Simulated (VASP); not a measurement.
# Ta2AlN3 (P3m1) in VASP: notebook, part 2 of 2

VASP 6.6.1.

## (4) Relaxation of cell and atoms, PBE

This run uses another cell than the first one, of 12.48 Å³/atom, 0.936 times its volume.

INCAR reads:

```
PREC = Accurate
ENCUT = 600
EDIFF = 1E-6
ISMEAR = 0
SIGMA = 0.1
LREAL = False
LASPH = True
NELM = 80
ALGO = Normal
ISIF = 3
LWAVE = False
LCHARG = False
GGA = PE
IBRION = 2
NSW = 100
EDIFFG = -0.01
```

KPOINTS reads:

```
regular mesh
0
Gamma
  12 12 6
```

POSCAR reads:

```
Ta2AlN3
1.0
    3.2041831340      0.0000000000      0.0000000000
   -1.6020915670      2.7749039924      0.0000000000
    0.0000000000      0.0000000000      8.4204289321
Ta Al N
2 1 3
Direct
    0.0000000000      0.0000000000      0.0040294361
    0.6666666667      0.3333333333      0.3532528330
    0.3333333333      0.6666666667      0.6586357365
    0.3333333333      0.6666666667      0.8917712606
    0.6666666667      0.3333333333      0.6040994644
    0.0000000000      0.0000000000      0.2382112694
```

Potentials or basis: VASP PAW PBE potentials, release 64 (Ta_pv, Al, N).

On the command line:

```bash
> cat potpaw_PBE.64/Ta_pv/POTCAR potpaw_PBE.64/Al/POTCAR potpaw_PBE.64/N/POTCAR > POTCAR
> mpirun -np 1 vasp_std > vasp.out
```

OUTCAR:

```text
PREC = Accurate
   ENCUT = 600
   EDIFF = 1E-6
   ISMEAR = 0
   LREAL = False
   LASPH = True
   NELM = 80
   ISIF = 3
   GGA = PE
   IBRION = 2
   NSW = 100
   EDIFFG = -0.01

 ion  position               nearest neighbor table
   1  0.000  0.000  0.004-   6 1.97   4 2.08   4 2.08   4 2.08   3 3.45   3 3.45   3 3.45   2 3.47
                             2 3.47   2 3.47
   2  0.667  0.333  0.353-   6 2.09   6 2.09   6 2.09   5 2.11   3 3.17   3 3.17   3 3.17   1 3.47
                             1 3.47   1 3.47
   3  0.333  0.667  0.659-   5 1.91   5 1.91   5 1.91   4 1.96   2 3.17   2 3.17   2 3.17   1 3.45
                             1 3.45   1 3.45
   4  0.333  0.667  0.892-   3 1.96   1 2.08   1 2.08   1 2.08
   5  0.667  0.333  0.604-   3 1.91   3 1.91   3 1.91   2 2.11
   6  0.000  0.000  0.238-   1 1.97   2 2.09   2 2.09   2 2.09

  LATTYP: Found a hexagonal cell.
 ALAT       =     3.2041831340
 C/A-ratio  =     2.6279487095

  Lattice vectors:

 A1 = (   3.2041831340,   0.0000000000,   0.0000000000)
 A2 = (  -1.6020915670,   2.7749039924,   0.0000000000)
 A3 = (   0.0000000000,   0.0000000000,   8.4204289321)

Analysis of symmetry for initial positions (statically):
[... 185 lines left out ...]
------------------------ aborting loop because EDIFF is reached ----------------------------------------

  FORCE on cell =-STRESS in cart. coord.  units (eV):
  Direction    XX          YY          ZZ          XY          YZ          ZX
  --------------------------------------------------------------------------------------
  -------------------------------------------------------------------------------------
  Total        0.1061838      0.1061838      0.0287688      0.0000000      0.0000000     -0.0000000
  in kB        2.2723201      2.2723201      0.6156477      0.0000000      0.0000000     -0.0000000
  external PRESSURE =       1.7200960 kB  Pullay stress =       0.0000000 kB
[... 267 lines left out ...]
--------------------------------------- Ionic step        8  -------------------------------------------

 number of electron      40.0000001 magnetization

 Free energy of the ion-electron system (eV)
  ---------------------------------------------------
  ext. energy  EPLUGINS =         0.00000000
  ---------------------------------------------------
  free energy    TOTEN  =       -57.51812039 eV

  energy without entropy =      -57.50092481  energy(sigma->0) =      -57.50952260

 E-fermi :   7.1144     XC(G=0): -11.6544

 val. band max:        7.1045028882   @ k =   0.3333   0.2500   0.5000
 cond. band min:       7.1161224049   @ k =  -0.2500  -0.4167   0.1667
 fundamental gap:      0.0116195167
 Fermi energy:         7.1143689567

 k-point     1 :       0.0000    0.0000    0.0000
  band No.  band energies     occupation
      1     -28.7072      2.00000
      2     -28.4278      2.00000
      3     -28.2936      2.00000
      4     -28.2936      2.00000
      5     -28.1371      2.00000
      6     -28.1371      2.00000
[... 637 lines left out ...]
     23       7.8697      0.00000
     24       8.4033      0.00000

 [... further k-points ...]
[... 5 lines left out ...]
  --------------------------------------------------------------------------------------
  -------------------------------------------------------------------------------------
  Total       -0.0171773     -0.0171773     -0.0006651      0.0000000      0.0000000      0.0000000
  in kB       -0.3675738     -0.3675738     -0.0142322      0.0000000      0.0000000      0.0000000
  external PRESSURE =      -0.2497933 kB  Pullay stress =       0.0000000 kB
[... 21 lines left out ...]
  FREE ENERGIE OF THE ION-ELECTRON SYSTEM (eV)
  ---------------------------------------------------
  free  energy   TOTEN  =       -57.5181203924 eV

  energy  without entropy=      -57.5009248094  energy(sigma->0) =      -57.50952260

 reached required accuracy - stopping structural energy minimisation
```

OSZICAR:

```text
N       E                     dE             d eps       ncg     rms          rms(c)
DAV:   1     0.343617214689E+03    0.34362E+03   -0.23591E+04  4800   0.183E+03
DAV:   2    -0.449600185560E+02   -0.38858E+03   -0.38447E+03  5688   0.466E+02
DAV:   3    -0.671746935370E+02   -0.22215E+02   -0.22020E+02  6296   0.111E+02
[... 62 lines left out ...]
DAV:   1    -0.575181128078E+02   -0.57904E-06   -0.34297E-03  4800   0.466E-01    0.298E-02
DAV:   2    -0.575181226846E+02   -0.98767E-05   -0.17584E-04  5072   0.100E-01    0.150E-02
DAV:   3    -0.575181209688E+02    0.17158E-05   -0.13585E-05  5952   0.293E-02    0.570E-03
DAV:   4    -0.575181208109E+02    0.15787E-06   -0.11654E-05  5176   0.206E-02    0.391E-03
DAV:   5    -0.575181203924E+02    0.41854E-06   -0.26612E-06  3032   0.101E-02
   8 F= -.57518120E+02 E0= -.57509523E+02  d E =-.906043E-05
```

It took 10 min on 1 thread of AMD EPYC 9R45 (Zen 5), shared host; peak memory 0.35 GiB.

Results:

* Free energy: -57.5181 eV
* Energy gained by relaxing: 0.1 meV/atom
* Ionic steps: 8
* Pressure after relaxing: 0.0 GPa
* Largest force after relaxing: 0.006 eV/Å
* Band gap on the k mesh: zero (band 20 reaches 7.40 eV, above the bottom of band 21 at 6.80 eV)

Forces in eV/Å, atoms in the order of the input:
```
Ta   0.000  0.000 -0.006
Ta   0.000  0.000 -0.001
Al   0.000  0.000  0.001
N    0.000  0.000  0.006
N    0.000  0.000  0.001
N    0.000  0.000  0.000
```

The path:
| step | energy change (eV) | largest force (eV/Å) | pressure (GPa) | volume (Å³) |
| --- | --- | --- | --- | --- |
| 1 | 0.0000 | 0.1059 | 0.17 | 74.87 |
| 2 | -0.0004 | 0.0636 | -0.35 | 75.01 |
| 3 | -0.0005 | 0.0417 | -0.19 | 74.97 |
| 4 | -0.0007 | 0.0182 | 0.04 | 74.86 |
| 5 | -0.0007 | 0.0222 | 0.13 | 74.83 |
| 6 | -0.0007 | 0.0271 | -0.10 | 74.88 |
| 7 | -0.0008 | 0.0107 | 0.02 | 74.86 |
| 8 | -0.0008 | 0.0062 | -0.02 | 74.87 |

Final structure:
```
Ta Al N
1.0
     3.20278    0.00000    0.00000
    -1.60139    2.77369    0.00000
     0.00000    0.00000    8.42823
Ta Al N
2 1 3
Direct
  0.00000 0.00000 0.00408
  0.66667 0.33333 0.35424
  0.33333 0.66667 0.65871
  0.33333 0.66667 0.89098
  0.66667 0.33333 0.60418
  0.00000 0.00000 0.23782
```

Levels at points of the mesh, in eV from the Fermi level:
```csv
k point,band 17,band 18,band 19,band 20,band 21,band 22,band 23,band 24
"(0.00, 0.00, 0.00)",-3.66,-3.66,-0.79,0.17,0.60,0.60,1.07,1.07
"(0.50, 0.00, 0.00)",-4.29,-4.27,-1.58,-0.39,0.28,1.23,2.54,2.83
"(0.00, 0.00, 0.50)",-3.67,-3.67,-0.44,0.29,0.60,0.60,1.04,1.04
"(0.50, 0.00, 0.50)",-4.14,-3.86,-1.61,-0.59,0.27,1.34,2.56,2.82
```

Caveat: spin-orbit coupling is left out, which moves the levels of the heavy elements.

## (5) The runs side by side

| task | cell | k mesh | cutoff (eV) | gap on the mesh (eV) | pressure (GPa) | relaxed volume (Å³/atom) | largest force (eV/Å) |
| --- | --- | --- | --- | --- | --- | --- | --- |
| relaxation of cell and atoms | relaxed from a = 3.353, b = 3.353, c = 8.214 Å, angles 90.0, 90.0, 120.0°, 6 atoms | 6 × 6 × 2 | 600 | none | 0.0 | 12.47 | 0.02 |
| single point | a = 3.203, b = 3.203, c = 8.420 Å, angles 90.0, 90.0, 120.0°, 6 atoms | 12 × 12 × 6 | 520 | none | 0.3 | - | 0.05 |
| relaxation of cell and atoms | relaxed from a = 3.204, b = 3.204, c = 8.420 Å, angles 90.0, 90.0, 120.0°, 6 atoms | 12 × 12 × 6 | 600 | none | 0.0 | 12.48 | 0.01 |

Alike in all rows: level PBE; potentials or basis VASP PAW PBE potentials, release 64 (Ta_pv, Al, N); no spin polarisation; smearing gaussian 0.1 eV.

Caveats: some runs use coarse meshes; spin-orbit coupling is left out, which moves the levels of the heavy elements.

Total energies depend on the potentials used, so only differences within one code and one set of settings carry meaning.
